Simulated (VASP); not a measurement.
# ScAl2N3 (P-3m1) in VASP: single point with PBE

Aim: the single point of ScAl2N3 with PBE.

The COD entry that gives the cell may itself be a prediction, so a difference from it is no test against experiment.

All numbers are computed with VASP 6.6.1; they aren't measurements. Logs are shortened: lines on timing, memory, paths and dates and some standing lists are left out, and cuts for length are marked.

**1. The cell of the first run**

The structure is trigonal, space group P-3m1 (No. 164). The conventional cell has a = 2.996 Å, b = 2.996 Å, c = 7.307 Å, α = 90.00°, β = 90.00°, γ = 120.00°. Sc (site symmetry -3m) has 6 N at 2.19 Å within 2.9 Å. Al (site symmetry 3m) has 6 N at 2.07 to 2.09 Å within 2.7 Å. N (site symmetry 3m) has 3 Al at 2.07 Å and 3 Sc at 2.19 Å within 2.7 Å. N (site symmetry -3m) has 6 Al at 2.09 Å within 2.8 Å.

**2. Single point, PBE**

INCAR

```
PREC     = Accurate       # precision mode
ENCUT    = 520            # plane-wave cutoff, eV
EDIFF    = 1E-6           # SCF threshold, eV
ISMEAR   = 0              # smearing method
SIGMA    = 0.02           # smearing width, eV
LREAL    = False          # projectors in reciprocal space
LASPH    = True           # aspherical terms in the spheres
NELM     = 100            # most SCF steps
ALGO     = Normal         # electronic algorithm
ISIF     = 2              # what is computed and relaxed
LWAVE    = False          # write WAVECAR
LCHARG   = False          # write CHGCAR
GGA      = PE             # functional
NBANDS   = 25             # bands
```

KPOINTS

```
Automatic mesh
0
Gamma
  12 12 4
```

POSCAR

```
ScAl2N3
1.0
    2.9964382178      0.0000000000      0.0000000000
   -1.4982191089      2.5949916175      0.0000000000
    0.0000000000      0.0000000000      7.3074625638
Sc Al N
1 2 3
Direct
    0.0000000000      0.0000000000      0.0000000000
    0.6666666667      0.3333333333      0.3395301924
    0.3333333333      0.6666666667      0.6604698076
    0.3333333333      0.6666666667      0.1839888809
    0.0000000000      0.0000000000      0.5000000000
    0.6666666667      0.3333333333      0.8160111191
```

Potentials or basis: VASP PAW PBE potentials, release 64 (Sc_sv, Al, N).

Command:

```
cat potpaw_PBE.64/Sc_sv/POTCAR potpaw_PBE.64/Al/POTCAR potpaw_PBE.64/N/POTCAR > POTCAR
mpirun -np 1 vasp_std > vasp.out
```

OUTCAR:

```text
PREC = Accurate
   ENCUT = 520
   EDIFF = 1E-6
   ISMEAR = 0
   LREAL = False
   LASPH = True
   NELM = 100
   ISIF = 2
   GGA = PE

 ion  position               nearest neighbor table
   1  0.000  0.000  0.000-   4 2.19   6 2.19   6 2.19   4 2.19   6 2.19   4 2.19   2 3.02   3 3.02
                             3 3.02   2 3.02   2 3.02   3 3.02
   2  0.667  0.333  0.340-   4 2.07   4 2.07   4 2.07   5 2.09   5 2.09   5 2.09   3 2.91   3 2.91
                             3 2.91   1 3.02   1 3.02   1 3.02
   3  0.333  0.667  0.660-   6 2.07   6 2.07   6 2.07   5 2.09   5 2.09   5 2.09   2 2.91   2 2.91
                             2 2.91   1 3.02   1 3.02   1 3.02
   4  0.333  0.667  0.184-   2 2.07   2 2.07   2 2.07   1 2.19   1 2.19   1 2.19
   5  0.000  0.000  0.500-   2 2.09   3 2.09   2 2.09   3 2.09   2 2.09   3 2.09
   6  0.667  0.333  0.816-   3 2.07   3 2.07   3 2.07   1 2.19   1 2.19   1 2.19

  LATTYP: Found a hexagonal cell.
 ALAT       =     2.9964382178
 C/A-ratio  =     2.4387162466

  Lattice vectors:

 A1 = (   2.9964382178,   0.0000000000,   0.0000000000)
 A2 = (  -1.4982191089,   2.5949916175,   0.0000000000)
 A3 = (   0.0000000000,   0.0000000000,   7.3074625638)

Analysis of symmetry for initial positions (statically):
=====================================================================
 Subroutine PRICEL returns:
 Original cell was already a primitive cell.

 Routine SETGRP: Setting up the symmetry group for a
 hexagonal supercell.

 Subroutine GETGRP returns: Found 12 space group operations
 (whereof 12 operations were pure point group operations)
 out of a pool of 24 trial point group operations.

The static configuration has the point symmetry D_3d.

Analysis of symmetry for dynamics (positions and initial velocities):
=====================================================================
 Subroutine PRICEL returns:
 Original cell was already a primitive cell.

 Routine SETGRP: Setting up the symmetry group for a
 hexagonal supercell.

 Subroutine GETGRP returns: Found 12 space group operations
 (whereof 12 operations were pure point group operations)
 out of a pool of 24 trial point group operations.

The dynamic configuration has the point symmetry D_3d.

 Subroutine INISYM returns: Found 12 space group operations
 (whereof 12 operations are pure point group operations),
 and found     1 'primitive' translations

----------------------------------------------------------------------------------------

                                     Primitive cell

  volume of cell :      56.8209

  direct lattice vectors                    reciprocal lattice vectors
     2.996438218  0.000000000  0.000000000     0.333729557  0.192678850  0.000000000
    -1.498219109  2.594991617  0.000000000     0.000000000  0.385357700  0.000000000
     0.000000000  0.000000000  7.307462564     0.000000000  0.000000000  0.136846408

  length of vectors
     2.996438218  2.996438218  7.307462564     0.385357700  0.385357700  0.136846408

  position of ions in fractional coordinates (direct lattice)
     0.000000000  0.000000000  0.000000000
     0.666666667  0.333333333  0.339530192
     0.333333333  0.666666667  0.660469808
     0.333333333  0.666666667  0.183988881
     0.000000000  0.000000000  0.500000000
     0.666666667  0.333333333  0.816011119

  ion indices of the primitive-cell ions
   primitive index   ion index
                 1           1
                 2           2
                 3           3
                 4           4
                 5           5
                 6           6

----------------------------------------------------------------------------------------

 KPOINTS: Automatic mesh

Automatic generation of k-mesh.
 Grid dimensions read from file:
 generate k-points for:   12   12    4

 Generating k-lattice:

  Cartesian coordinates                     Fractional coordinates (reciprocal lattice)
     0.027810796  0.016056571  0.000000000     0.083333333  0.000000000  0.000000000
     0.000000000  0.032113142  0.000000000     0.000000000  0.083333333  0.000000000
     0.000000000  0.000000000  0.034211602     0.000000000  0.000000000  0.250000000

  Length of vectors
     0.032113142  0.032113142  0.034211602

  Shift w.r.t. Gamma in fractional coordinates (k-lattice)
     0.000000000  0.000000000  0.000000000

 Subroutine IBZKPT returns following result:
 ===========================================

 Found     69 irreducible k-points:

 Following reciprocal coordinates:
            Coordinates               Weight
  0.000000  0.000000  0.000000      1.000000
  0.083333  0.000000  0.000000      6.000000
  0.166667  0.000000  0.000000      6.000000
  0.250000  0.000000  0.000000      6.000000
  0.333333  0.000000  0.000000      6.000000
  0.416667  0.000000  0.000000      6.000000
[... 16 lines left out ...]
  0.166667  0.000000  0.250000      6.000000
  0.000000  0.166667  0.250000      6.000000
 [... further k-points ...]
   k-points           NKPTS =     69   k-points in BZ     NKDIM =     69   number of bands    NBANDS=     25
   number of dos      NEDOS =    301   number of ions     NIONS =      6
   total plane-waves  NPLWV =  31104
   dimension x,y,z NGX =    24 NGY =   24 NGZ =   54
   dimension x,y,z NGXF=    48 NGYF=   48 NGZF=  108
   ions per type =               1   2   3
   NGX,Y,Z   is equivalent  to a cutoff of  13.32, 13.32, 12.29 a.u.
   NGXF,Y,Z  is equivalent  to a cutoff of  26.63, 26.63, 24.57 a.u.
 SYSTEM =  unknown system
   PREC   = accura    normal or accurate (medium, high low for compatibility)
   ISTART =      0    job   : 0-new  1-cont  2-samecut
   ICHARG =      2    charge: 1-file 2-atom 10-const
   ISPIN  =      1    spin polarized calculation?
   LNONCOLLINEAR =      F non collinear calculations
   LSORBIT =      F    spin-orbit coupling
   LASPH  =      T    aspherical Exc in radial PAW
   ENCUT  =  520.0 eV  38.22 Ry    6.18 a.u.   5.57  5.57 13.59*2*pi/ulx,y,z
   NELM   =    100;   NELMIN=  2; NELMDL= -5     # of ELM steps
   EDIFF  = 0.1E-05   stopping-criterion for ELM
   LREAL  =      F    real-space projection
   EDIFFG = 0.1E-04   stopping-criterion for IOM
   NSW    =      0    number of steps for IOM
   IBRION =     -1    ionic relax: 0-MD 1-quasi-New 2-CG
   NFREE  =      0    steps in history (QN), initial steepest desc. (CG)
   ISIF   =      2    stress and relaxation
   ISYM   =      2    0-nonsym 1-usesym 2-fastsym
   POTIM  = 0.5000    time-step for ionic-motion
   TEBEG  =    0.0;   TEEND  =   0.0 temperature during run
   PSTRESS=    0.0 pullay stress
   NELECT =      32.0000    total number of electrons
   NUPDOWN=      -1.0000    fix difference up-down
   EMIN   =  10.00;   EMAX   =-10.00  energy-range for DOS
   EFERMI =   0.00;   METHOD = LEGACY
   ISMEAR =     0;   SIGMA  =   0.02  broadening in eV -4-tet -1-fermi 0-gaus
   EFERMI_NEDOS =   21; number of points for ismear=-14 and -15
   IALGO  =     38    algorithm
   IMIX   =      4    mixing-type and parameters
     AMIX     =   0.40;   BMIX     =  1.00
     AMIX_MAG =   1.60;   BMIX_MAG =  1.00
  volume/ion in A,a.u.               =       9.47        63.91
  Fermi-wavevector in a.u.,A,eV,Ry     =   1.351934  2.554785 24.867720  1.827726
  Thomas-Fermi vector in A             =   2.479315
   LORBIT       =      0    0 simple, 1 ext, 2 COOP (PROOUT), +10 PAW based schemes
   GGA     = PE    functional components
   LHFCALC =     F    Hartree Fock is set to
   AEXX    =    0.0000 exact exchange contribution
   IVDW    =     0    specifies the selected vdW correction
   LEPSILON=     F    determine dielectric tensor
   LRPA    =     F    only Hartree local field effects (RPA)
 non-spin polarized calculation
 Gauss-broadening in eV      SIGMA  =   0.02
  energy-cutoff  :      520.00
  volume of cell :       56.82
 maximum number of plane-waves:      1563
 NGX is ok and might be reduce to    24
   NGX = 11   NGY = 11   NGZ = 27

 number of electron      32.0000002 magnetization

 Free energy of the ion-electron system (eV)
  ---------------------------------------------------
  ext. energy  EPLUGINS =         0.00000000
  ---------------------------------------------------
  free energy    TOTEN  =       -46.97689682 eV

  energy without entropy =      -46.97689682  energy(sigma->0) =      -46.97689682

 E-fermi :   8.4409     XC(G=0): -12.0741

 val. band max:        8.1919092797   @ k =   0.0000   0.0000   0.0000
 cond. band min:       9.2497108831   @ k =   0.5000   0.0000   0.0000
 fundamental gap:      1.0578016035
 Fermi energy:         8.4408851750

 k-point     1 :       0.0000    0.0000    0.0000
  band No.  band energies     occupation
      1     -40.0877      2.00000
      2     -18.9250      2.00000
      3     -18.4064      2.00000
      4     -18.4064      2.00000
      5      -8.2810      2.00000
      6      -6.1634      2.00000
[... 17 lines left out ...]
     24      14.6281      0.00000
     25      18.8688      0.00000

 k-point     2 :       0.0833    0.0000    0.0000
  band No.  band energies     occupation
      1     -40.0793      2.00000
      2     -18.9095      2.00000
      3     -18.4662      2.00000
      4     -18.4182      2.00000
      5      -8.1671      2.00000
      6      -6.1142      2.00000
[... 17 lines left out ...]
     24      15.3819      0.00000
     25      18.2039      0.00000

 k-point     3 :       0.1667    0.0000    0.0000
  band No.  band energies     occupation
      1     -40.0564      2.00000
      2     -18.8670      2.00000
      3     -18.6263      2.00000
      4     -18.4504      2.00000
      5      -7.8357      2.00000
      6      -5.9752      2.00000
[... 552 lines left out ...]
 k-point    23 :       0.1667    0.0000    0.2500
  band No.  band energies     occupation
      1     -40.0564      2.00000
      2     -18.8671      2.00000
      3     -18.6263      2.00000
      4     -18.4504      2.00000
      5      -7.7555      2.00000
      6      -6.3807      2.00000
[... 17 lines left out ...]
     24      16.5686      0.00000
     25      17.3611      0.00000

 k-point    24 :       0.0000    0.1667    0.2500
  band No.  band energies     occupation
      1     -40.0564      2.00000
      2     -18.8671      2.00000
      3     -18.6263      2.00000
      4     -18.4504      2.00000
      5      -7.7636      2.00000
      6      -6.3473      2.00000
[... 17 lines left out ...]
     24      16.1011      0.00000
     25      17.2712      0.00000

 [... further k-points ...]
[... 5 lines left out ...]
  --------------------------------------------------------------------------------------
  -------------------------------------------------------------------------------------
  Total        0.1225595      0.1225595      0.1549402      0.0000000      0.0000000      0.0000000
  in kB        3.4558083      3.4558083      4.3688461      0.0000000      0.0000000      0.0000000
  external PRESSURE =       3.7601543 kB  Pullay stress =       0.0000000 kB

 VOLUME and BASIS-vectors are now :
 -----------------------------------------------------------------------------
  energy-cutoff  :      520.00
  volume of cell :       56.82
      direct lattice vectors                 reciprocal lattice vectors
     2.996438218  0.000000000  0.000000000     0.333729557  0.192678850  0.000000000
    -1.498219109  2.594991617  0.000000000     0.000000000  0.385357700  0.000000000
     0.000000000  0.000000000  7.307462564     0.000000000  0.000000000  0.136846408

 POSITION                                       TOTAL-FORCE (eV/Angst)
 -----------------------------------------------------------------------------------
      0.00000      0.00000      0.00000         0.000000      0.000000      0.000000
      1.49822      0.86500      2.48110        -0.000000      0.000000      0.002070
     -0.00000      1.72999      4.82636         0.000000     -0.000000     -0.002070
     -0.00000      1.72999      1.34449         0.000000      0.000000      0.079931
      0.00000      0.00000      3.65373         0.000000      0.000000      0.000000
      1.49822      0.86500      5.96297        -0.000000      0.000000     -0.079931
 -----------------------------------------------------------------------------------
    total drift:                                0.000000      0.000000      0.000000

  FREE ENERGIE OF THE ION-ELECTRON SYSTEM (eV)
  ---------------------------------------------------
  free  energy   TOTEN  =       -46.9768968165 eV

  energy  without entropy=      -46.9768968165  energy(sigma->0) =      -46.97689682
```

Wall time 37 s (1 thread of Intel Xeon 6975P-C (Granite Rapids), shared host); peak memory 0.24 GiB.

Results:

| Property | Result |
| --- | --- |
| Free energy | -46.9769 eV |
| Pressure | 0.4 GPa |
| Largest force | 0.080 eV/Å |
| Band gap on the k mesh | 1.06 eV, indirect (least direct gap 2.12 eV) |

Forces on the atoms (eV/Å):
```
Sc   0.000  0.000  0.000
Al   0.000  0.000  0.002
Al   0.000  0.000 -0.002
N    0.000  0.000  0.080
N    0.000  0.000  0.000
N    0.000  0.000 -0.080
```

Levels at points of the mesh, in eV from the valence-band top:
```tsv
k point	band 14	band 15	band 16	band 17	band 18	band 19
(0.00, 0.00, 0.00)	-0.27	-0.27	0.00	2.72	3.40	3.40
(0.50, 0.00, 0.00)	-2.22	-1.43	-1.06	1.06	4.41	5.49
(0.00, 0.00, 0.50)	-0.85	-0.53	-0.53	3.18	3.43	3.43
(0.50, 0.00, 0.50)	-1.75	-1.74	-1.62	1.56	4.88	5.46
```

A k mesh can miss the band edges. Expect the measured gap to be larger: semilocal functionals such as PBE lack the derivative discontinuity.
